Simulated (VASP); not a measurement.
# Mg2BeS3 (Pmm2) in VASP: notebook, part 2 of 2

VASP 6.6.1.

## 3. Single point, PBE

This run uses another cell than the first one, of 24.43 Å³/atom.

Input file INCAR:

```
SYSTEM = Mg2BeS3
ALGO     = Normal         ! electronic algorithm
EDIFF    = 1E-6           ! SCF threshold, eV
ENCUT    = 600            ! plane-wave cutoff, eV
GGA      = PE             ! functional
GGA_COMPAT= .FALSE.      
ISIF     = 2              ! what is computed and relaxed
ISMEAR   = 0              ! smearing method
LASPH    = .TRUE.         ! aspherical terms in the spheres
LCHARG   = .FALSE.        ! write CHGCAR
LREAL    = .FALSE.        ! projectors in reciprocal space
LWAVE    = .FALSE.        ! write WAVECAR
NBANDS   = 21             ! bands
NELM     = 120            ! most SCF steps
PREC     = Accurate       ! precision mode
SIGMA    = 0.1            ! smearing width, eV
```

Input file KPOINTS:

```
k-points
0
G
  6 4 2
  0 0 0
```

Input file POSCAR:

```
Mg2BeS3
1.0
    3.5450282839      0.0000000000      0.0000000000
    0.0000000000      3.5417894638      0.0000000000
    0.0000000000      0.0000000000     11.6734850137
Mg Be S
2 1 3
Direct
    0.0000000000      0.5000000000     -0.0961288439
    0.0000000000      0.0000000000      0.4866146163
    0.5000000000      0.5000000000      0.3716669096
    0.5000000000      0.0000000000      0.8967320873
    0.5000000000      0.0000000000      0.2941862478
    0.5000000000      0.5000000000      0.5469289528
```

Potentials or basis: VASP PAW PBE potentials, release 64 (Mg, Be, S).

Command:

```sh
$ cat potpaw_PBE.64/Mg/POTCAR potpaw_PBE.64/Be/POTCAR potpaw_PBE.64/S/POTCAR > POTCAR
$ mpirun -np 1 vasp_std > vasp.out
```

OUTCAR:

```text
SYSTEM = Mg2BeS3
   EDIFF = 1E-6
   ENCUT = 600
   GGA = PE
   ISIF = 2
   ISMEAR = 0
   LASPH = .TRUE.
   LREAL = .FALSE.
   NELM = 120
   PREC = Accurate

 ion  position               nearest neighbor table
   1  0.000  0.500  0.904-   4 2.51   4 2.51   4 2.51   4 2.51
   2  0.000  0.000  0.487-   6 2.60   6 2.60   6 2.60   6 2.60   3 2.84   3 2.84   3 2.84   3 2.84
                             5 2.86   5 2.86
   3  0.500  0.500  0.372-   5 1.99   5 1.99   6 2.05   2 2.84   2 2.84   2 2.84   2 2.84
   4  0.500  0.000  0.897-   1 2.51   1 2.51   1 2.51   1 2.51
   5  0.500  0.000  0.294-   3 1.99   3 1.99   2 2.86   2 2.86
   6  0.500  0.500  0.547-   3 2.05   2 2.60   2 2.60   2 2.60   2 2.60

  LATTYP: Found a simple orthorhombic cell.
 ALAT       =     3.5417894638
 B/A-ratio  =     1.0009144587
 C/A-ratio  =     3.2959285505

  Lattice vectors:

 A1 = (   0.0000000000,  -3.5417894638,   0.0000000000)
 A2 = (   3.5450282839,   0.0000000000,   0.0000000000)
 A3 = (   0.0000000000,   0.0000000000,  11.6734850137)

Analysis of symmetry for initial positions (statically):
=====================================================================
 Subroutine PRICEL returns:
 Original cell was already a primitive cell.

 Routine SETGRP: Setting up the symmetry group for a
 simple orthorhombic supercell.

 Subroutine GETGRP returns: Found  4 space group operations
 (whereof  4 operations were pure point group operations)
 out of a pool of  8 trial point group operations.

The static configuration has the point symmetry C_2v.

Analysis of symmetry for dynamics (positions and initial velocities):
=====================================================================
 Subroutine PRICEL returns:
 Original cell was already a primitive cell.

 Routine SETGRP: Setting up the symmetry group for a
 simple orthorhombic supercell.

 Subroutine GETGRP returns: Found  4 space group operations
 (whereof  4 operations were pure point group operations)
 out of a pool of  8 trial point group operations.

The dynamic configuration has the point symmetry C_2v.

 Subroutine INISYM returns: Found  4 space group operations
 (whereof  4 operations are pure point group operations),
 and found     1 'primitive' translations

----------------------------------------------------------------------------------------

                                     Primitive cell

  volume of cell :     146.5693

  direct lattice vectors                    reciprocal lattice vectors
     3.545028284  0.000000000  0.000000000     0.282085196  0.000000000  0.000000000
     0.000000000  3.541789464  0.000000000     0.000000000  0.282343152  0.000000000
     0.000000000  0.000000000 11.673485014     0.000000000  0.000000000  0.085664221

  length of vectors
     3.545028284  3.541789464 11.673485014     0.282085196  0.282343152  0.085664221

  position of ions in fractional coordinates (direct lattice)
     0.000000000  0.500000000  0.903871156
     0.000000000  0.000000000  0.486614616
     0.500000000  0.500000000  0.371666910
     0.500000000  0.000000000  0.896732087
     0.500000000  0.000000000  0.294186248
     0.500000000  0.500000000  0.546928953

  ion indices of the primitive-cell ions
   primitive index   ion index
[... 34 lines left out ...]
            Coordinates               Weight
  0.000000  0.000000  0.000000      1.000000
  0.166667  0.000000  0.000000      2.000000
  0.333333  0.000000  0.000000      2.000000
  0.500000  0.000000  0.000000      1.000000
  0.000000  0.250000  0.000000      2.000000
  0.166667  0.250000  0.000000      4.000000
[... 16 lines left out ...]
  0.333333  0.500000  0.500000      2.000000
  0.500000  0.500000  0.500000      1.000000
   k-points           NKPTS =     24   k-points in BZ     NKDIM =     24   number of bands    NBANDS=     21
   number of dos      NEDOS =    301   number of ions     NIONS =      6
   total plane-waves  NPLWV =  75264
   dimension x,y,z NGX =    28 NGY =   28 NGZ =   96
   dimension x,y,z NGXF=    56 NGYF=   56 NGZF=  192
   ions per type =               2   1   3
   NGX,Y,Z   is equivalent  to a cutoff of  13.13, 13.14, 13.67 a.u.
   NGXF,Y,Z  is equivalent  to a cutoff of  26.26, 26.29, 27.34 a.u.
 SYSTEM =  Mg2BeS3
   PREC   = accura    normal or accurate (medium, high low for compatibility)
   ISTART =      0    job   : 0-new  1-cont  2-samecut
   ICHARG =      2    charge: 1-file 2-atom 10-const
   ISPIN  =      1    spin polarized calculation?
   LNONCOLLINEAR =      F non collinear calculations
   LSORBIT =      F    spin-orbit coupling
   LASPH  =      T    aspherical Exc in radial PAW
   ENCUT  =  600.0 eV  44.10 Ry    6.64 a.u.   7.08  7.07 23.31*2*pi/ulx,y,z
   NELM   =    120;   NELMIN=  2; NELMDL= -5     # of ELM steps
   EDIFF  = 0.1E-05   stopping-criterion for ELM
   LREAL  =      F    real-space projection
   EDIFFG = 0.1E-04   stopping-criterion for IOM
   NSW    =      0    number of steps for IOM
   IBRION =     -1    ionic relax: 0-MD 1-quasi-New 2-CG
   NFREE  =      0    steps in history (QN), initial steepest desc. (CG)
   ISIF   =      2    stress and relaxation
   ISYM   =      2    0-nonsym 1-usesym 2-fastsym
   POTIM  = 0.5000    time-step for ionic-motion
   TEBEG  =    0.0;   TEEND  =   0.0 temperature during run
   PSTRESS=    0.0 pullay stress
   NELECT =      24.0000    total number of electrons
   NUPDOWN=      -1.0000    fix difference up-down
   EMIN   =  10.00;   EMAX   =-10.00  energy-range for DOS
   EFERMI =   0.00;   METHOD = LEGACY
   ISMEAR =     0;   SIGMA  =   0.10  broadening in eV -4-tet -1-fermi 0-gaus
   EFERMI_NEDOS =   21; number of points for ismear=-14 and -15
   IALGO  =     38    algorithm
   IMIX   =      4    mixing-type and parameters
     AMIX     =   0.40;   BMIX     =  1.00
     AMIX_MAG =   1.60;   BMIX_MAG =  1.00
  volume/ion in A,a.u.               =      24.43       164.85
  Fermi-wavevector in a.u.,A,eV,Ry     =   0.895635  1.692504 10.914070  0.802162
  Thomas-Fermi vector in A             =   2.017992
   LORBIT       =      0    0 simple, 1 ext, 2 COOP (PROOUT), +10 PAW based schemes
   GGA     = PE    functional components
   LHFCALC =     F    Hartree Fock is set to
   AEXX    =    0.0000 exact exchange contribution
   IVDW    =     0    specifies the selected vdW correction
   LEPSILON=     F    determine dielectric tensor
   LRPA    =     F    only Hartree local field effects (RPA)
 non-spin polarized calculation
 Gauss-broadening in eV      SIGMA  =   0.10
  energy-cutoff  :      600.00
  volume of cell :      146.57
 maximum number of plane-waves:      4924
   NGX = 15   NGY = 15   NGZ = 47

 number of electron      23.9999997 magnetization

 Free energy of the ion-electron system (eV)
  ---------------------------------------------------
  ext. energy  EPLUGINS =         0.00000000
  ---------------------------------------------------
  free energy    TOTEN  =       -24.78164541 eV

  energy without entropy =      -24.78161908  energy(sigma->0) =      -24.78163224

 E-fermi :   1.6347     XC(G=0):  -7.6140

 val. band max:        1.4129434128   @ k =   0.5000   0.5000   0.5000
 cond. band min:       1.8614600845   @ k =   0.5000   0.5000   0.5000
 fundamental gap:      0.4485166717
 Fermi energy:         1.6347494765

 k-point     1 :       0.0000    0.0000    0.0000
  band No.  band energies     occupation
      1     -12.3149      2.00000
      2     -11.1551      2.00000
      3     -10.2012      2.00000
      4      -3.5900      2.00000
      5      -1.9924      2.00000
      6      -0.9464      2.00000
[... 565 lines left out ...]
     20       8.0556      0.00000
     21       8.4370      0.00000

------------------------ aborting loop because EDIFF is reached ----------------------------------------

  FORCE on cell =-STRESS in cart. coord.  units (eV):
  Direction    XX          YY          ZZ          XY          YZ          ZX
  --------------------------------------------------------------------------------------
  -------------------------------------------------------------------------------------
  Total       -0.1364012     -0.1183706      0.0877176      0.0000000      0.0000000      0.0000000
  in kB       -1.4910285     -1.2939321      0.9588583      0.0000000      0.0000000      0.0000000
  external PRESSURE =      -0.6087007 kB  Pullay stress =       0.0000000 kB

 VOLUME and BASIS-vectors are now :
 -----------------------------------------------------------------------------
  energy-cutoff  :      600.00
  volume of cell :      146.57
      direct lattice vectors                 reciprocal lattice vectors
     3.545028284  0.000000000  0.000000000     0.282085196  0.000000000  0.000000000
     0.000000000  3.541789464  0.000000000     0.000000000  0.282343152  0.000000000
     0.000000000  0.000000000 11.673485014     0.000000000  0.000000000  0.085664221

 POSITION                                       TOTAL-FORCE (eV/Angst)
 -----------------------------------------------------------------------------------
      0.00000      1.77089     10.55133         0.000000      0.000000     -0.012917
      0.00000      0.00000      5.68049         0.000000      0.000000     -0.004399
      1.77251      1.77089      4.33865         0.000000      0.000000      0.022220
      1.77251      0.00000     10.46799         0.000000      0.000000      0.017568
      1.77251      0.00000      3.43418         0.000000      0.000000     -0.013275
      1.77251      1.77089      6.38457         0.000000      0.000000     -0.009196
 -----------------------------------------------------------------------------------
    total drift:                               -0.000000     -0.000000      0.000464

  FREE ENERGIE OF THE ION-ELECTRON SYSTEM (eV)
  ---------------------------------------------------
  free  energy   TOTEN  =       -24.7816454057 eV

  energy  without entropy=      -24.7816190828  energy(sigma->0) =      -24.78163224
```

Wall time 2.7 min (1 thread of Intel Xeon 8259CL, shared host); peak memory 0.26 GiB.

What came out:

```yaml
Free_energy: -24.7816 eV
Pressure: -0.1 GPa
Largest_force: 0.022 eV/Å
Band_gap_on_the_k_mesh: 0.45 eV
```

Forces in eV/Å, atoms in the order of the input:
```
Mg   0.000  0.000 -0.013
Mg   0.000  0.000 -0.004
Be   0.000  0.000  0.022
S    0.000  0.000  0.018
S    0.000  0.000 -0.013
S    0.000  0.000 -0.009
```

Caveat: the k points lie up to 0.44 Å⁻¹ apart; semilocal functionals underestimate gaps, and a narrow one can read as zero.

## 4. Single point, PBE

This run uses another cell than the first one, of 24.51 Å³/atom.

Input file INCAR:

```
SYSTEM = Mg2BeS3
  PREC = Accurate
  ENCUT = 600
  EDIFF = 1E-6
  ISMEAR = 0
  SIGMA = 0.1
  LREAL = .FALSE.
  LASPH = .TRUE.
  NELM = 120
  ALGO = Normal
  ISIF = 2
  LWAVE = .FALSE.
  LCHARG = .FALSE.
  GGA = PE
  NBANDS = 21
  GGA_COMPAT = .FALSE.
```

Input file KPOINTS:

```
Automatic mesh
0
G
  6 6 2
  0 0 0
```

Input file POSCAR:

```
Mg2BeS3
1.0
    3.5341988171      0.0000000000      0.0000000000
    0.0000000000      3.5503569455      0.0000000000
    0.0000000000      0.0000000000     11.7212583206
Mg Be S
2 1 3
Direct
    0.5000000000      0.0000000000      0.0944796580
    0.0000000000      0.0000000000      0.5143858652
    0.5000000000      0.5000000000      0.6289327405
    0.0000000000      0.5000000000      0.1011300518
    0.0000000000      0.5000000000      0.7067212805
    0.5000000000      0.5000000000      0.4543504341
```

Command:

```sh
$ cat potpaw_PBE.64/Mg/POTCAR potpaw_PBE.64/Be/POTCAR potpaw_PBE.64/S/POTCAR > POTCAR
$ mpirun -np 1 vasp_std > vasp.out
```

Run time: 3 min. Hardware: 1 thread of Intel Xeon 8259CL, shared host; peak memory 0.29 GiB.

The run converged. Its results:

| Quantity | Value |
| --- | --- |
| Free energy | -24.8121 eV |
| Pressure | -0.1 GPa |
| Largest force | 0.018 eV/Å |
| Band gap on the k mesh | 0.46 eV |

Forces on the atoms (eV/Å):
```
Mg   0.000  0.000  0.004
Mg   0.000  0.000  0.018
Be   0.000  0.000  0.003
S    0.000  0.000 -0.005
S    0.000  0.000 -0.011
S    0.000  0.000 -0.008
```

Stress tensor (GPa, compression positive):
```
-0.14  0.00  0.00
 0.00 -0.25  0.00
 0.00  0.00  0.07
```

Levels at points of the mesh, in eV from the valence-band top:
```csv
k point,band 9,band 10,band 11,band 12,band 13,band 14,band 15,band 16
"(0.00, 0.00, 0.00)",-1.38,-0.97,-0.50,-0.44,1.83,3.00,3.12,4.96
"(0.50, 0.00, 0.00)",-1.76,-0.74,-0.42,-0.12,3.39,4.29,4.36,4.55
"(0.00, 0.50, 0.00)",-1.42,-1.23,-0.64,-0.07,1.96,3.84,4.59,5.52
"(0.50, 0.50, 0.00)",-3.05,-2.91,-1.86,-0.01,0.46,1.47,2.47,5.74
"(0.00, 0.00, 0.50)",-1.60,-0.97,-0.50,-0.44,1.94,2.96,3.13,4.93
"(0.50, 0.00, 0.50)",-1.76,-0.71,-0.42,-0.12,3.60,4.08,4.20,4.55
"(0.00, 0.50, 0.50)",-1.34,-1.23,-0.73,-0.07,1.91,4.09,4.59,5.55
"(0.50, 0.50, 0.50)",-3.06,-2.92,-1.87,0.00,0.46,1.48,2.49,5.56
```

Caveat: semilocal functionals underestimate gaps, and a narrow one can read as zero. A k mesh can miss the band edges.

## 5. The runs side by side

| cell | k mesh | gap on the mesh (eV) | pressure (GPa) | largest force (eV/Å) |
| --- | --- | --- | --- | --- |
| a = 3.526, b = 4.392, c = 7.626 Å, 6 atoms, atomic positions A | 6 × 4 × 2 | none | -7.1 | 2.98 |
| a = 3.545, b = 3.542, c = 11.673 Å, 6 atoms, atomic positions B | 6 × 4 × 2 | 0.45 | -0.1 | 0.02 |
| a = 3.534, b = 3.550, c = 11.721 Å, 6 atoms, atomic positions C | 6 × 6 × 2 | 0.46 | -0.1 | 0.02 |

Alike in all rows: task single point; level PBE; potentials or basis VASP PAW PBE potentials, release 64 (Mg, Be, S); no spin polarisation; cutoff (eV) 600; smearing gaussian 0.1 eV.

Caveats: some runs use coarse meshes; semilocal functionals underestimate gaps, and a narrow one can read as zero (at least some runs); forces of over 1 eV/Å act on the atoms, so gaps and moduli don't describe the material at rest (at least some runs).

Absolute energies hang on the potentials; compare differences alone.

The gap in the log of VASP goes by the Fermi energy; the results here count the filled bands.